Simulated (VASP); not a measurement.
Input of a VASP 6.6.1 run:

Contents of INCAR:

```
SYSTEM = InP
PREC     = Accurate       ! precision mode
ENCUT    = 520            ! plane-wave cutoff, eV
EDIFF    = 1E-6           ! SCF threshold, eV
ISMEAR   = -1             ! smearing method
SIGMA    = 0.03           ! smearing width, eV
LREAL    = .False.        ! projectors in reciprocal space
LASPH    = .True.         ! aspherical terms in the spheres
NELM     = 150            ! most SCF steps
ALGO     = Normal         ! electronic algorithm
ISIF     = 2              ! what is computed and relaxed
LWAVE    = .False.        ! write WAVECAR
LCHARG   = .False.        ! write CHGCAR
MAGMOM   = 0 0 0 0 0 0    ! initial moments
LORBIT   = 11             ! projections on sites
LSORBIT  = .True.         ! spin-orbit coupling
GGA_COMPAT= .False.      
LORBMOM  = .True.       
GGA      = PE             ! functional
NBANDS   = 30             ! bands
```

The input KPOINTS:

```
Automatic mesh
0
Gamma
  11 11 11
  0 0 0
```

Contents of POSCAR:

```
InP
1.0
    0.0000000000      2.9305000000      2.9305000000
    2.9305000000      0.0000000000      2.9305000000
    2.9305000000      2.9305000000      0.0000000000
In P
1 1
Direct
    0.0000000000      0.0000000000      0.0000000000
    0.7500000000      0.7500000000      0.7500000000
```

Potentials or basis: VASP PAW PBE potentials, release 64 (In_d, P).

Launch:

```console
$ cat potpaw_PBE.64/In_d/POTCAR potpaw_PBE.64/P/POTCAR > POTCAR
$ mpirun -np 1 vasp_ncl > vasp.out
```

Predict the pressure.

3.2 GPa.

What does it give for the net moment?

0.00 μB per cell.

Moments on the atoms (μB; x, y, z):
```
In  0.00 0.00 0.00
P   0.00 0.00 0.00
```
